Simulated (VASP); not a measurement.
Here is a VASP 6.6.1 calculation.

Contents of INCAR:

```
SYSTEM = HfN
ALGO = Normal
EDIFF = 1E-6
ENCUT = 520
GGA = PS
ISIF = 2
ISMEAR = 0
LASPH = .TRUE.
LCHARG = .TRUE.
LELF = .TRUE.
LREAL = .FALSE.
LVHAR = .TRUE.
LWAVE = .FALSE.
NBANDS = 14
NELM = 60
PREC = Accurate
SIGMA = 0.15
```

The input KPOINTS:

```
k-points
0
G
  18 18 18
  0 0 0
```

POSCAR

```
HfN
1.0
    0.0000000000      2.2590000000      2.4397200000
    2.2590000000      0.0000000000      2.4397200000
    2.2590000000      2.2590000000      0.0000000000
Hf N
1 1
Direct
    0.0000000000      0.0000000000      0.0000000000
    0.5000000000      0.5000000000      0.5000000000
```

Potentials or basis: VASP PAW PBE potentials, release 64 (Hf_pv, N).

The run is started by

```sh
$ cat potpaw_PBE.64/Hf_pv/POTCAR potpaw_PBE.64/N/POTCAR > POTCAR
$ mpirun -np 1 vasp_std > vasp.out
```

Problem. Estimate the pressure.

Solution. -19.6 GPa.

Problem. Estimate the band gap on the k mesh.

Solution. Zero (an odd number of electrons rules out a gap without spin polarisation).

Stress tensor (GPa, compression positive):
```
-12.42   0.00   0.00
  0.00 -12.42   0.00
  0.00   0.00 -34.08
```

Caveat: the cell differs from its parent crystal (strain +0.000 along x and y, +0.080 along z); the stress differs along the axes, from -34 to -12 GPa; the PAW data sets were made with another functional, which shifts forces and pressure a little; spin-orbit coupling is left out, which moves the levels of the heavy elements.
